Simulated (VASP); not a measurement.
# CO2: single point with PBEsol+D3(BJ)

Crystal: CO2.

```xyz
6
Lattice="-1.9503 1.9503 2.9650 1.9503 -1.9503 2.9650 1.9503 1.9503 -2.9650" Properties=species:S:1:pos:R:3 pbc="T T T"
O     1.2912    0.9751    3.7062
O     0.6591    0.9751    0.7412
O     2.9254    0.6591   -0.7412
O    -0.9751    1.2912    2.2237
C     0.0000    0.0000    0.0000
C     0.0000    1.9503    1.4825
```

* Program: VASP 6.6.1
* Task: single point
* Functional: PBEsol
* Dispersion: D3(BJ)
* Potentials or basis: VASP PAW PBE potentials, release 64 (O, C)
* Cutoff: 520 eV
* k mesh: 9 × 9 × 9
* Occupations: fermi-dirac, width 0.05 eV
* Spin: no spin polarisation

```
Pressure                   : 1.8 GPa
Largest force              : 0.103 eV/Å
Band gap on the k mesh     : 7.61 eV, indirect (least direct gap 8.02 eV)
Dispersion energy per atom : -0.069 eV
```

Forces on the atoms (eV/Å):
```
O   -0.103  0.000  0.000
O    0.103  0.000  0.000
O    0.000  0.103  0.000
O    0.000 -0.103  0.000
C    0.000  0.000  0.000
C    0.000  0.000  0.000
```

Stress tensor (GPa, compression positive):
```
1.88 0.00 0.00
0.00 1.88 0.00
0.00 0.00 1.54
```

Levels at points of the mesh, in eV from the valence-band top:
| k point | band 13 | band 14 | band 15 | band 16 | band 17 | band 18 | band 19 | band 20 |
| --- | --- | --- | --- | --- | --- | --- | --- | --- |
| (0.00, 0.00, 0.00) | -1.30 | -0.86 | -0.86 | -0.41 | 7.61 | 9.51 | 9.51 | 9.56 |

Run time: 2.3 min on 1 thread of Oxide Virtual Turin-like Processor, on a shared host, peak memory 0.19 GiB.

Caveat: the PAW data sets were made with another functional, which shifts forces and pressure a little. A k mesh can miss the band edges.
